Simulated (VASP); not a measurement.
Crystal: C.

```
C
1.0
    -2.42639    2.42639    2.42639
     2.42639   -2.42639    2.42639
     4.85277    4.85277    0.00000
C
16
Direct
  0.32556 0.00091 0.99985
  0.82556 0.50091 0.49985
  0.33762 0.33826 0.33721
  0.83333 0.82370 0.83958
  0.00027 0.32620 0.99985
  0.50027 0.82620 0.49985
  0.83762 0.83826 0.16250
  0.33762 0.33826 0.66250
  0.00027 0.67562 0.99985
  0.50027 0.17562 0.49985
  0.16291 0.16356 0.16250
  0.66291 0.66356 0.66250
  0.67498 0.00091 0.99985
  0.17498 0.50091 0.49985
  0.66291 0.66356 0.33721
  0.16291 0.16356 0.83721
```

| Property | Result |
| --- | --- |
| Program | VASP 6.6.1 |
| Task | relaxation of cell and atoms |
| Functional | PBEsol |
| Potentials or basis | VASP PAW PBE potentials, release 64 (C) |
| Cutoff | 600 eV |
| k mesh | 6 × 6 × 4 |
| Occupations | gaussian, width 0.05 eV |
| Spin | no spin polarisation |

At the start: pressure 0.3 GPa; volume 7.14 Å³/atom.

How do energy, volume and symmetry change on relaxing?

Over 16 steps the energy falls by 3.7 meV/atom and the volume is 7.15 Å³/atom (+0.1 %); space group Im-3m (No. 229, to 0.1 Å) before and after.

Step by step:
| step | energy change (eV) | largest force (eV/Å) | pressure (GPa) | volume (Å³) |
| --- | --- | --- | --- | --- |
| 1 | 0.0000 | 1.9431 | 0.30 | 114.28 |
| 2 | 0.0327 | 2.2422 | -0.05 | 114.50 |
| 3 | -0.0524 | 0.2959 | 0.01 | 114.38 |
| 4 | -0.0517 | 0.4083 | -0.06 | 114.40 |
| 5 | -0.0569 | 0.1144 | -0.03 | 114.39 |
| 6 | -0.0578 | 0.0983 | 0.01 | 114.37 |
| 7 | -0.0579 | 0.0610 | 0.00 | 114.38 |
| 8 | -0.0582 | 0.0378 | 0.02 | 114.37 |
| 9 | -0.0582 | 0.0320 | 0.01 | 114.37 |
| 10 | -0.0584 | 0.0229 | 0.00 | 114.38 |
| 11 | -0.0584 | 0.0264 | -0.01 | 114.38 |
| 12 | -0.0584 | 0.0287 | 0.00 | 114.38 |
| 13 | -0.0585 | 0.0148 | 0.00 | 114.38 |
| 14 | -0.0585 | 0.0151 | 0.00 | 114.38 |
| 15 | -0.0585 | 0.0131 | 0.00 | 114.38 |
| 16 | -0.0585 | 0.0059 | 0.00 | 114.38 |

Final structure:
```yaml
crystal:
  lattice:
    - [-2.42711, 2.42692, 2.42721]
    - [2.42711, -2.42692, 2.42720]
    - [4.85420, 4.85382, 0.00001]
  atoms:
    - { symbol: C, position: [0.32542, 0.99997, 0.99998] }
    - { symbol: C, position: [0.82528, 0.50002, 0.50002] }
    - { symbol: C, position: [0.33732, 0.33736, 0.33731] }
    - { symbol: C, position: [0.83734, 0.83729, 0.83731] }
    - { symbol: C, position: [0.00005, 0.32533, 0.00000] }
    - { symbol: C, position: [0.49995, 0.82541, 0.50001] }
    - { symbol: C, position: [0.83740, 0.83730, 0.16268] }
    - { symbol: C, position: [0.33725, 0.33734, 0.66267] }
    - { symbol: C, position: [0.00007, 0.67460, 0.99999] }
    - { symbol: C, position: [0.49997, 0.17469, 0.50002] }
    - { symbol: C, position: [0.16275, 0.16265, 0.16268] }
    - { symbol: C, position: [0.66260, 0.66266, 0.66270] }
    - { symbol: C, position: [0.67472, 0.99998, 0.00000] }
    - { symbol: C, position: [0.17459, 0.50006, 0.49999] }
    - { symbol: C, position: [0.66265, 0.66269, 0.33732] }
    - { symbol: C, position: [0.16265, 0.16265, 0.83730] }
```

Caveat: the PAW data sets were made with another functional, which shifts forces and pressure a little.
